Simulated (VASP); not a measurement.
GaB3As4, 8 atoms in the cell. It takes space group P-43m (No. 215, cubic). Conventional cell: a = 5.157 Å, b = 5.157 Å, c = 5.157 Å, α = 90.00°, β = 90.00°, γ = 90.00°. Within 3.0 Å of Ga (site symmetry -43m) lie 4 As at 2.23 Å. B (site symmetry -42m) has 4 As at 2.23 Å within 3.0 Å. As (site symmetry 3m) has 1 Ga at 2.23 Å and 3 B at 2.23 Å within 3.0 Å. 

```yaml
Program: VASP 6.6.1
Task: relaxation of cell and atoms
Functional: PBE
Potentials_or_basis: VASP PAW PBE potentials, release 64 (Ga_d, B, As)
Cutoff: 600 eV
k_mesh: 4 × 4 × 4
Occupations: gaussian, width 0.1 eV
Spin: no spin polarisation
Dipole_correction: no
Further_INCAR_settings: ALGO = Normal; EDIFF = 1e-06; IBRION = 2; EDIFFG = -0.04; NSW = 90; ISIF = 3
```

Potentials or basis: VASP PAW PBE potentials, release 64 (Ga_d, B, As).

The run is started by

```console
$ cat potpaw_PBE.64/Ga_d/POTCAR potpaw_PBE.64/B/POTCAR potpaw_PBE.64/As/POTCAR > POTCAR
$ mpirun -np 1 vasp_std > vasp.out
```

Hardware: 1 thread of Intel(R) Xeon(R) 6975P-C (Granite Rapids), on a shared host.

Q: Estimate the wall time of this run.

A: It took 99 s on 1 thread of Intel(R) Xeon(R) 6975P-C (Granite Rapids), on a shared host, peak memory 0.28 GiB. Counts: scf iterations 47, k points 10, ion steps 6.
